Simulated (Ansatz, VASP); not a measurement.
# WC in VASP and in Ansatz

```
W C
1.0
     2.90650    0.00000    0.00000
    -1.45325    2.51710    0.00000
     0.00000    0.00000    2.83660
W C
1 1
Cartesian
  0.0000 0.0000 0.0000
  1.4533 0.8390 1.4183
```

Alike in both runs: task single point; functional PBE; k mesh 10 × 10 × 9; occupations gaussian, width 0.021 eV; no spin polarisation.

|  | VASP | Ansatz |
| --- | --- | --- |
| version | VASP 6.6.1 | Ansatz 0.2.0 |
| potentials or method | VASP PAW PBE potentials, release 64 (W_sv, C_h) | Ansatz PAW |
| plane-wave cutoff (eV) | 1300 | 420 |
| valence electrons in the cell | 18 | 18 |

```tsv
	VASP	Ansatz	Ansatz less VASP
gap on the k mesh at the Fermi level (eV)	none	none	-
pressure (GPa)	6.7	5.6	-1.09
traceless stress, the component that is largest in VASP (GPa)	-0.44	-0.62	-0.180
```

A gap of «none» marks a metal or a gap that the smearing closes. The functional is the same, so the differences come from potentials, cutoffs and numerics.

Spin-orbit coupling is off throughout.
